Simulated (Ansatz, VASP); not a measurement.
One calculation of IrS, two programs

File POSCAR:

```
IrS
1.0
    0.0000000000      2.4440041735      2.4440041735
    2.4440041735      0.0000000000      2.4440041735
    2.4440041735      2.4440041735      0.0000000000
Ir S
1 1
Direct
    0.5000000000      0.5000000000      0.5000000000
    0.0000000000      0.0000000000      0.0000000000
```

INCAR.step1

```
ALGO = Normal ; EDIFF = 1E-5
ENCUT = 620 ; GGA = PE
GGA_COMPAT = F ; ISMEAR = 0
LASPH = T ; LCHARG = F
LREAL = F ; LWAVE = T
NBANDS = 18 ; NELM = 120
PREC = Accurate ; SIGMA = 0.05
```

The input INCAR.step2:

```
ALGO = Normal ; EDIFF = 1E-6
ENCUT = 620 ; GGA_COMPAT = F
ISIF = 2 ; ISMEAR = 0
ISTART = 1 ; LASPH = T
LCHARG = T ; LELF = T
LMIXTAU = T ; LREAL = F
LVHAR = T ; LWAVE = F
METAGGA = R2SCAN ; NBANDS = 18
NELM = 120 ; PREC = Accurate
SIGMA = 0.05
```

The input KPOINTS:

```
k-points
0
Gamma
  12 12 12
```

Input for Ansatz:

```yaml
crystal:
  lattice:
    - [0.0, 2.4440041735, 2.4440041735]
    - [2.4440041735, 0.0, 2.4440041735]
    - [2.4440041735, 2.4440041735, 0.0]
  atoms:
    - { symbol: Ir, position: [0.5, 0.5, 0.5] }
    - { symbol: S, position: [0.0, 0.0, 0.0] }
basis:
  ecutwfc: 500
  ecutrho_ratio: 4
kpoints:
  mp_grid: { grid: [12, 12, 12] }
hamiltonian:
  xc: r2scan
scf:
  occupations: { method: gaussian, width: 0.05 }
output:
  forces: true
  stress: true
  eigenvalues: true
```

Alike in both runs: task single point; functional r2SCAN; k mesh 12 × 12 × 12; occupations gaussian, width 0.05 eV; no spin polarisation.

|  | VASP | Ansatz |
| --- | --- | --- |
| version | VASP 6.6.1 | Ansatz 0.2.0 |
| potentials or method | VASP PAW PBE potentials, release 64 (Ir_sv_GW, S), cutoff 620 eV | scalar-relativistic, plane waves, PAW |
| valence electrons in the cell | 23 | 23 |

Ansatz gave:

| Property | Result |
| --- | --- |
| gap on the k mesh at the Fermi level (eV) | none |
| pressure (GPa) | 4.2 |

**Question.** What did VASP give for the same quantities?

**Answer.** gap on the k mesh at the Fermi level (eV): none; pressure (GPa): 3.5.

VASP's potentials were made for PBE, not for r2SCAN. A gap of «none» marks a metal or a gap that the smearing closes.

Neither program's run includes spin-orbit coupling.
